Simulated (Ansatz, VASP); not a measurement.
**SnO: VASP beside Ansatz**

```
Sn O
1.0
     0.00000    2.53697    2.53697
     2.53697    0.00000    2.53697
     2.53697    2.53697    0.00000
Sn O
1 1
Cartesian
  0.0000 0.0000 0.0000
  2.5370 2.5370 2.5370
```

Alike in both runs: task single point; functional PBE-based screened hybrid with a share of 0.75 of exact exchange and HFSCREEN = 0.1; k mesh 4 × 4 × 4; no spin polarisation.

|  | VASP | Ansatz |
| --- | --- | --- |
| version | VASP 6.6.1 | Ansatz 0.2.0 |
| potentials or method | VASP PAW PBE potentials, release 64 (Sn_d, O) | plane waves |
| plane-wave cutoff (eV) | 520 | 420 |
| occupations | gaussian, width 0.01 eV | fixed |
| valence electrons in the cell | 20 | 20 |

|  | VASP | Ansatz | Ansatz less VASP |
| --- | --- | --- | --- |
| gap on the k mesh at the Fermi level (eV) | 1.84 | 1.46 | -0.379 |
| pressure (GPa) | -7.7 | -7.2 | +0.50 |

VASP's potentials were made for PBE, not for PBE-based screened hybrid. One of these differences is far larger than is usual between the two programs; its cause wasn't traced. Ansatz's warnings: stress exchange threshold loose, stress scf threshold loose.

The k mesh is coarse, so the values compare programs but aren't converged.
